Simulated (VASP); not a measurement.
A run of VASP 6.6.1 is set up as follows.

File INCAR:

```
SYSTEM = MgAg2F6
ALGO = Normal
EDIFF = 1E-7
EDIFFG = -0.01
ENCUT = 600
GGA = PE
GGA_COMPAT = .False.
IBRION = 2
ISIF = 3
ISMEAR = 0
ISPIN = 2
KPAR = 4
LASPH = .True.
LCHARG = .False.
LMAXMIX = 4
LORBIT = 11
LREAL = .False.
LWAVE = .False.
MAGMOM = 0 0.42 0.42 0.22 0.22 0.22 0.22 0.22 0.22
NELM = 200
NELMIN = 4
NSW = 100
PREC = Accurate
SIGMA = 0.1
```

The input KPOINTS:

```
k-points
0
Gamma
  8 8 8
  0 0 0
```

The input POSCAR:

```
MgAg2F6
1.0
    0.0000000000      3.8221118538      3.8221118538
    3.8221118538      0.0000000000      3.8221118538
    3.8221118538      3.8221118538      0.0000000000
Mg Ag F
1 2 6
Direct
    0.0000000000      0.0000000000      0.0000000000
    0.2500000000      0.2500000000      0.2500000000
    0.7500000000      0.7500000000      0.7500000000
    0.7481631141      0.2518368859      0.2518368859
    0.2518368859      0.7481631141      0.7481631141
    0.2518368859      0.7481631141      0.2518368859
    0.7481631141      0.2518368859      0.7481631141
    0.2518368859      0.2518368859      0.7481631141
    0.7481631141      0.7481631141      0.2518368859
```

Potentials or basis: VASP PAW PBE potentials, release 64 (Mg, Ag, F).

Command:

```sh
$ cat potpaw_PBE.64/Mg/POTCAR potpaw_PBE.64/Ag/POTCAR potpaw_PBE.64/F/POTCAR > POTCAR
$ mpirun -np 4 vasp_std > vasp.out
```

Q: Estimate the relaxed cell.

A: a = 5.393 Å, b = 5.393 Å, c = 5.393 Å, α = 60.00°, β = 60.00°, γ = 60.00°.

Q: What does it give for the space group after relaxing (to 0.1 Å)?

A: Fm-3m (No. 225).

The path:
```csv
step,energy change (eV),largest force (eV/Å),pressure (GPa),volume (Å³)
1,0.0000,0.0129,-0.39,111.67
2,-0.0007,0.0200,-0.06,111.19
3,-0.0007,0.0230,-0.03,111.15
4,-0.0008,0.0119,-0.01,111.05
5,-0.0008,0.0013,0.00,110.93
```
